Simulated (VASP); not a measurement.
# TePb (P1) in VASP: further runs

Runs on TePb. Level: r2SCAN. Tasks: single point.

Everything below comes from runs of VASP 6.6.1. Logs are shortened: lines on timing, memory, paths and dates and some standing lists are left out, and cuts for length are marked.

## Step 1: The cell of the first run

The typed cell holds 2 atoms: a = 5.150 Å, b = 5.150 Å, c = 5.150 Å, α = 60.00°, β = 60.00°, γ = 60.00°.

## Step 2: Single point, r2SCAN

File POSCAR:

```
TePb
1.0
    0.0000000000      3.6414940692      3.6414940692
    3.6414940692      0.0000000000      3.6414940692
    3.6414940692      3.6414940692      0.0000000000
Pb Te
1 1
Direct
   -0.0009798176     -0.0005797071     -0.0011693003
    0.2515909631      0.2509415044      0.2518988038
```

File INCAR.step1:

```
SYSTEM = TePb
PREC = Accurate
ENCUT = 520
ISMEAR = -1
SIGMA = 0.052
LREAL = .FALSE.
LASPH = .TRUE.
NELM = 100
NBANDS = 17
GGA = PE
ALGO = Normal
EDIFF = 1E-4
LWAVE = .TRUE.
LCHARG = .FALSE.
```

File INCAR.step2:

```
SYSTEM = TePb
PREC = Accurate
ENCUT = 520
EDIFF = 1E-6
ISMEAR = -1
SIGMA = 0.052
LREAL = .FALSE.
LASPH = .TRUE.
NELM = 100
ALGO = Normal
ISIF = 2
LWAVE = .FALSE.
LCHARG = .FALSE.
METAGGA = R2SCAN
LMIXTAU = .TRUE.
NBANDS = 17
ISTART = 1
```

File KPOINTS:

```
Automatic mesh
0
G
  4 4 4
  0 0 0
```

Potentials or basis: VASP PAW PBE potentials, release 64 (Pb_d, Te).

Launch:

```console
cat potpaw_PBE.64/Pb_d/POTCAR potpaw_PBE.64/Te/POTCAR > POTCAR
cp INCAR.step1 INCAR
mpirun -np 1 vasp_std > vasp.out
cp INCAR.step2 INCAR
mpirun -np 1 vasp_std > vasp.out
```

OUTCAR:

```text
SYSTEM = TePb
   PREC = Accurate
   ENCUT = 520
   EDIFF = 1E-6
   ISMEAR = -1
   LREAL = .FALSE.
   LASPH = .TRUE.
   NELM = 100
   ISIF = 2
   METAGGA = R2SCAN
   ISTART = 1

 ion  position               nearest neighbor table
   1  0.999  0.999  0.999-   2 3.14   2 3.14   2 3.15   2 3.18
   2  0.252  0.251  0.252-   1 3.14   1 3.14   1 3.15   1 3.18

  LATTYP: Found a face centered cubic cell.
 ALAT       =     7.2829881384

  Lattice vectors:

 A1 = (   0.0000000000,   3.6414940692,   3.6414940692)
 A2 = (   3.6414940692,   0.0000000000,   3.6414940692)
 A3 = (   3.6414940692,   3.6414940692,   0.0000000000)

Analysis of symmetry for initial positions (statically):
=====================================================================
 Subroutine PRICEL returns:
 Original cell was already a primitive cell.

 Routine SETGRP: Setting up the symmetry group for a
 face centered cubic supercell.

 Subroutine GETGRP returns: Found  1 space group operations
 (whereof  1 operations were pure point group operations)
 out of a pool of 48 trial point group operations.

The static configuration has the point symmetry C_1 .

Analysis of symmetry for dynamics (positions and initial velocities):
=====================================================================
 Subroutine PRICEL returns:
 Original cell was already a primitive cell.

 Routine SETGRP: Setting up the symmetry group for a
 face centered cubic supercell.

 Subroutine GETGRP returns: Found  1 space group operations
 (whereof  1 operations were pure point group operations)
 out of a pool of 48 trial point group operations.

The dynamic configuration has the point symmetry C_1 .

 Subroutine INISYM returns: Found  1 space group operations
 (whereof  1 operations are pure point group operations),
 and found     1 'primitive' translations

----------------------------------------------------------------------------------------

                                     Primitive cell

  volume of cell :      96.5759

  direct lattice vectors                    reciprocal lattice vectors
     0.000000000  3.641494069  3.641494069    -0.137306279  0.137306279  0.137306279
     3.641494069  0.000000000  3.641494069     0.137306279 -0.137306279  0.137306279
     3.641494069  3.641494069  0.000000000     0.137306279  0.137306279 -0.137306279

  length of vectors
     5.149850300  5.149850300  5.149850300     0.237821451  0.237821451  0.237821451

  position of ions in fractional coordinates (direct lattice)
[... 72 lines left out ...]
   ICHARG =      0    charge: 1-file 2-atom 10-const
   ISPIN  =      1    spin polarized calculation?
   LNONCOLLINEAR =      F non collinear calculations
   LSORBIT =      F    spin-orbit coupling
   LASPH  =      T    aspherical Exc in radial PAW
   ENCUT  =  520.0 eV  38.22 Ry    6.18 a.u.   9.58  9.58  9.58*2*pi/ulx,y,z
   NELM   =    100;   NELMIN=  2; NELMDL=  0     # of ELM steps
   EDIFF  = 0.1E-05   stopping-criterion for ELM
   LREAL  =      F    real-space projection
   EDIFFG = 0.1E-04   stopping-criterion for IOM
   NSW    =      0    number of steps for IOM
   IBRION =     -1    ionic relax: 0-MD 1-quasi-New 2-CG
   NFREE  =      0    steps in history (QN), initial steepest desc. (CG)
   ISIF   =      2    stress and relaxation
   ISYM   =      2    0-nonsym 1-usesym 2-fastsym
   POTIM  = 0.5000    time-step for ionic-motion
   TEBEG  =    0.0;   TEEND  =   0.0 temperature during run
   PSTRESS=    0.0 pullay stress
   NELECT =      20.0000    total number of electrons
   NUPDOWN=      -1.0000    fix difference up-down
   EMIN   =  10.00;   EMAX   =-10.00  energy-range for DOS
   EFERMI =   0.00;   METHOD = LEGACY
   ISMEAR =    -1;   SIGMA  =   0.05  broadening in eV -4-tet -1-fermi 0-gaus
   EFERMI_NEDOS =   21; number of points for ismear=-14 and -15
   IALGO  =     38    algorithm
   IMIX   =      4    mixing-type and parameters
     AMIX     =   0.40;   BMIX     =  1.00
     AMIX_MAG =   1.60;   BMIX_MAG =  1.00
  volume/ion in A,a.u.               =      48.29       325.86
  Fermi-wavevector in a.u.,A,eV,Ry     =   0.968565  1.830322 12.763860  0.938117
  Thomas-Fermi vector in A             =   2.098544
   LORBIT       =      0    0 simple, 1 ext, 2 COOP (PROOUT), +10 PAW based schemes
   METAGGA = R2SCAN    functional components
   LHFCALC =     F    Hartree Fock is set to
   AEXX    =    0.0000 exact exchange contribution
   IVDW    =     0    specifies the selected vdW correction
   LEPSILON=     F    determine dielectric tensor
   LRPA    =     F    only Hartree local field effects (RPA)
 non-spin polarized calculation
  energy-cutoff  :      520.00
  volume of cell :       96.58
 maximum number of plane-waves:      2637
 NGX is ok and might be reduce to    40
   NGX = 19   NGY = 19   NGZ = 19

 number of electron      20.0000000 magnetization

 Free energy of the ion-electron system (eV)
  ---------------------------------------------------
  ext. energy  EPLUGINS =         0.00000000
  ---------------------------------------------------
  free energy    TOTEN  =       -82.21915020 eV

  energy without entropy =      -82.21906522  energy(sigma->0) =      -82.21910771

 E-fermi :   3.0189     XC(G=0):  -7.9362

 val. band max:        2.6265496608   @ k =   0.2500  -0.2500   0.5000
 cond. band min:       3.3756567470   @ k =   0.5000   0.5000   0.0000
 fundamental gap:      0.7491070862
 Fermi energy:         3.0188770831

 k-point     1 :       0.0000    0.0000    0.0000
  band No.  band energies     occupation
      1     -14.9387      2.00000
      2     -14.9375      2.00000
      3     -14.9374      2.00000
      4     -14.9091      2.00000
      5     -14.9090      2.00000
      6      -9.2142      2.00000
[... 457 lines left out ...]
      4     -14.9102      2.00000
      5     -14.9073      2.00000
      6      -8.2813      2.00000
[... 9 lines left out ...]
     16      10.6667      0.00000
     17      11.2880      0.00000

 [... further k-points ...]
[... 5 lines left out ...]
  --------------------------------------------------------------------------------------
  -------------------------------------------------------------------------------------
  Total       -0.0317310     -0.0321992     -0.0315425     -0.0633698     -0.0713238     -0.0880407
  in kB       -0.5264110     -0.5341783     -0.5232852     -1.0512946     -1.1832490     -1.4605789
  external PRESSURE =      -0.5279581 kB  Pullay stress =       0.0000000 kB

 VOLUME and BASIS-vectors are now :
 -----------------------------------------------------------------------------
  energy-cutoff  :      520.00
  volume of cell :       96.58
      direct lattice vectors                 reciprocal lattice vectors
     0.000000000  3.641494069  3.641494069    -0.137306279  0.137306279  0.137306279
     3.641494069  0.000000000  3.641494069     0.137306279 -0.137306279  0.137306279
     3.641494069  3.641494069  0.000000000     0.137306279  0.137306279 -0.137306279

 POSITION                                       TOTAL-FORCE (eV/Angst)
 -----------------------------------------------------------------------------------
      7.27662      7.27516      7.27731         0.051240      0.063713      0.045270
      1.83109      1.83346      1.82997        -0.051240     -0.063713     -0.045270
 -----------------------------------------------------------------------------------
    total drift:                               -0.000012     -0.000028     -0.000006

  FREE ENERGIE OF THE ION-ELECTRON SYSTEM (eV)
  ---------------------------------------------------
  free  energy   TOTEN  =       -82.2191502027 eV

  energy  without entropy=      -82.2190652215  energy(sigma->0) =      -82.21910771
```

OUTCAR.step1:

```text
SYSTEM = TePb
   PREC = Accurate
   ENCUT = 520
   ISMEAR = -1
   LREAL = .FALSE.
   LASPH = .TRUE.
[... 701 lines left out ...]
      7.27662      7.27516      7.27731         0.051036      0.063488      0.045054
      1.83109      1.83346      1.82997        -0.051036     -0.063488     -0.045054
 -----------------------------------------------------------------------------------
    total drift:                                0.000077      0.000051      0.000037

  FREE ENERGIE OF THE ION-ELECTRON SYSTEM (eV)
  ---------------------------------------------------
  free  energy   TOTEN  =        -7.1492312639 eV

  energy  without entropy=       -7.1489073995  energy(sigma->0) =       -7.14906933
```

OSZICAR.step1:

```text
N       E                     dE             d eps       ncg     rms          rms(c)
DAV:   1     0.152962091147E+03    0.15296E+03   -0.86588E+03  1224   0.103E+03
DAV:   2     0.424644419742E+01   -0.14872E+03   -0.14429E+03  1343   0.271E+02
DAV:   3    -0.702512823335E+01   -0.11272E+02   -0.11213E+02  1588   0.837E+01
DAV:   4    -0.734950153148E+01   -0.32437E+00   -0.32424E+00  1538   0.182E+01
DAV:   5    -0.736168003609E+01   -0.12179E-01   -0.12178E-01  1684   0.288E+00    0.337E+00
DAV:   6    -0.714988992560E+01    0.21179E+00   -0.52120E-01  1639   0.388E+00    0.210E+00
DAV:   7    -0.714460138969E+01    0.52885E-02   -0.11978E-01  1357   0.134E+00    0.101E+00
DAV:   8    -0.714825362446E+01   -0.36522E-02   -0.13118E-02  1378   0.976E-01    0.211E-01
DAV:   9    -0.714871865858E+01   -0.46503E-03   -0.28351E-03  1316   0.374E-01    0.651E-02
DAV:  10    -0.714909038061E+01   -0.37172E-03   -0.62847E-04  1357   0.126E-01    0.394E-02
DAV:  11    -0.714922740871E+01   -0.13703E-03   -0.21207E-04  1208   0.634E-02    0.253E-02
DAV:  12    -0.714923126393E+01   -0.38552E-05   -0.83706E-06  1261   0.235E-02
   1 F= -.71492313E+01 E0= -.71490693E+01  d E =-.323864E-03
```

Run time: 2.2 min. Hardware: 1 thread of Intel Xeon Platinum 8559C (Emerald Rapids), shared host; peak memory 0.28 GiB.

What came out:

```yaml
Free_energy: -82.2192 eV
Pressure: -0.1 GPa
Largest_force: 0.093 eV/Å
Band_gap_on_the_k_mesh: 0.75 eV (least direct gap 1.37 eV)
```

Forces on the atoms (eV/Å):
```
Pb   0.051  0.064  0.045
Te  -0.051 -0.064 -0.045
```

Caveat: the structure was generated, so it needn't be the stable form of TePb; the PAW data sets were made with another functional, which shifts forces and pressure a little; spin-orbit coupling is left out, which moves the levels of the heavy elements.

## Step 3: Single point, r2SCAN

File POSCAR:

```
TePb
1.0
    0.0000000000      3.6414940692      3.6414940692
    3.6414940692      0.0000000000      3.6414940692
    3.6414940692      3.6414940692      0.0000000000
Pb Te
1 1
Direct
   -0.0019417854     -0.0011495282     -0.0023171808
    0.2531529593      0.2518666741      0.2537625992
```

File INCAR.step1:

```
SYSTEM = TePb
PREC = Accurate ; ENCUT = 520
ISMEAR = -1 ; SIGMA = 0.052
LREAL = .FALSE. ; LASPH = .TRUE.
NELM = 80 ; NBANDS = 17
GGA = PE ; ALGO = Normal
EDIFF = 1E-4 ; LWAVE = .TRUE.
LCHARG = .FALSE.
```

File INCAR.step2:

```
SYSTEM = TePb
PREC = Accurate ; ENCUT = 520
EDIFF = 1E-6 ; ISMEAR = -1
SIGMA = 0.052 ; LREAL = .FALSE.
LASPH = .TRUE. ; NELM = 80
ALGO = Normal ; ISIF = 2
LWAVE = .FALSE. ; LCHARG = .FALSE.
METAGGA = R2SCAN ; LMIXTAU = .TRUE.
NBANDS = 17 ; ISTART = 1
```

KPOINTS is that of step 2.

Potentials or basis: VASP PAW PBE potentials, release 64 (Pb_d, Te).

Launch:

```console
cat potpaw_PBE.64/Pb_d/POTCAR potpaw_PBE.64/Te/POTCAR > POTCAR
cp INCAR.step1 INCAR
mpirun -np 1 vasp_std > vasp.out
cp INCAR.step2 INCAR
mpirun -np 1 vasp_std > vasp.out
```

It took 2.1 min on 1 thread of Intel Xeon Platinum 8559C (Emerald Rapids), shared host; peak memory 0.28 GiB.

Results (log left out):

```
Free energy            : -82.2151 eV
Pressure               : 0.0 GPa
Largest force          : 0.179 eV/Å
Band gap on the k mesh : 0.75 eV (least direct gap 1.38 eV)
```

Forces on the atoms (eV/Å):
```
Pb   0.098  0.123  0.086
Te  -0.098 -0.123 -0.086
```

Stress tensor (GPa, compression positive):
```
-0.04 -0.21 -0.29
-0.21 -0.04 -0.23
-0.29 -0.23 -0.03
```

Levels at points of the mesh, in eV from the valence-band top:
```
           k point  band 8  band 9  band 10  band 11  band 12  band 13
(0.00, 0.00, 0.00)   -1.64   -1.62    -1.44     1.60     1.76     1.78
(0.50, 0.00, 0.00)   -2.21   -2.03    -1.92     2.41     2.71     4.03
(0.00, 0.50, 0.00)   -2.22   -2.03    -1.94     2.39     2.72     4.02
(0.00, 0.00, 0.50)   -2.21   -2.03    -1.92     2.41     2.71     4.04
(0.50, 0.50, 0.50)   -2.17   -2.14    -2.07     2.49     2.54     3.93
(0.50, 0.50, 0.00)   -2.85   -2.78    -0.63     0.75     4.67     4.77
(0.00, 0.50, 0.50)   -2.85   -2.78    -0.63     0.75     4.67     4.77
(0.50, 0.00, 0.50)   -2.86   -2.78    -0.63     0.75     4.65     4.78
```

Caveat: the structure was generated, so it needn't be the stable form of TePb; the PAW data sets were made with another functional, which shifts forces and pressure a little; spin-orbit coupling is left out, which moves the levels of the heavy elements.

## Step 4: Single point, r2SCAN

File POSCAR:

```
TePb
1.0
    0.0000000000      3.6414940692      3.6414940692
    3.6414940692      0.0000000000      3.6414940692
    3.6414940692      3.6414940692      0.0000000000
Pb Te
1 1
Direct
   -0.0027393976     -0.0016230975     -0.0032683014
    0.2544483068      0.2526358639      0.2553070202
```

INCAR.step1, as its differences from that of step 3:

```diff
@@ -4,3 +4,3 @@
 LREAL = .FALSE. ; LASPH = .TRUE.
-NELM = 80 ; NBANDS = 17
+NELM = 60 ; NBANDS = 17
 GGA = PE ; ALGO = Normal
```

File INCAR.step2:

```
SYSTEM = TePb
PREC = Accurate ; ENCUT = 520
EDIFF = 1E-7 ; ISMEAR = -1
SIGMA = 0.052 ; LREAL = .FALSE.
LASPH = .TRUE. ; NELM = 60
ALGO = Normal ; ISIF = 2
LWAVE = .FALSE. ; LCHARG = .FALSE.
METAGGA = R2SCAN ; LMIXTAU = .TRUE.
NBANDS = 17 ; ISTART = 1
```

KPOINTS is that of step 3.

Launch:

```console
cat potpaw_PBE.64/Pb_d/POTCAR potpaw_PBE.64/Te/POTCAR > POTCAR
cp INCAR.step1 INCAR
mpirun -np 1 vasp_std > vasp.out
cp INCAR.step2 INCAR
mpirun -np 1 vasp_std > vasp.out
```

Wall time 2.4 min (1 thread of Intel Xeon Platinum 8559C (Emerald Rapids), shared host); peak memory 0.29 GiB.

The run converged. Its results:

```yaml
Free_energy: -82.2098 eV
Pressure: 0.0 GPa
Largest_force: 0.246 eV/Å
Band_gap_on_the_k_mesh: 0.75 eV (least direct gap 1.38 eV)
```

Forces in eV/Å, atoms in the order of the input:
```
Pb   0.134  0.171  0.116
Te  -0.134 -0.171 -0.116
```

Stress tensor (GPa, compression positive):
```
-0.01 -0.29 -0.40
-0.29 -0.02 -0.32
-0.40 -0.32 -0.01
```

Levels at points of the mesh, in eV from the valence-band top:
```csv
k point,band 8,band 9,band 10,band 11,band 12,band 13
"(0.00, 0.00, 0.00)",-1.67,-1.64,-1.39,1.56,1.77,1.81
"(0.50, 0.00, 0.00)",-2.24,-2.00,-1.90,2.35,2.78,4.04
"(0.00, 0.50, 0.00)",-2.25,-2.00,-1.92,2.33,2.79,4.02
"(0.00, 0.00, 0.50)",-2.24,-2.00,-1.89,2.36,2.78,4.05
"(0.50, 0.50, 0.50)",-2.18,-2.14,-2.11,2.47,2.54,3.90
"(0.50, 0.50, 0.00)",-2.86,-2.77,-0.63,0.75,4.65,4.79
"(0.00, 0.50, 0.50)",-2.87,-2.76,-0.63,0.75,4.65,4.79
"(0.50, 0.00, 0.50)",-2.88,-2.76,-0.64,0.76,4.63,4.81
```

Caveat: the structure was generated, so it needn't be the stable form of TePb; the PAW data sets were made with another functional, which shifts forces and pressure a little; spin-orbit coupling is left out, which moves the levels of the heavy elements. A k mesh can miss the band edges.

## Step 5: The runs side by side

| cell | gap on the mesh (eV) | pressure (GPa) | largest force (eV/Å) |
| --- | --- | --- | --- |
| as given, atomic positions A | 0.75 | -0.1 | 0.09 |
| as given, atomic positions B | 0.75 | 0.0 | 0.18 |
| as given, atomic positions C | 0.75 | 0.0 | 0.25 |

Alike in all rows: task single point; level r2SCAN; potentials or basis VASP PAW PBE potentials, release 64 (Pb_d, Te); no spin polarisation; k mesh 4 × 4 × 4; cutoff (eV) 520; smearing fermi-dirac 0.052 eV.

Caveats: the structure was generated, so it needn't be the stable form of TePb; the PAW data sets were made with another functional, which shifts forces and pressure a little; spin-orbit coupling is left out, which moves the levels of the heavy elements.

Absolute energies hang on the potentials; compare differences alone.
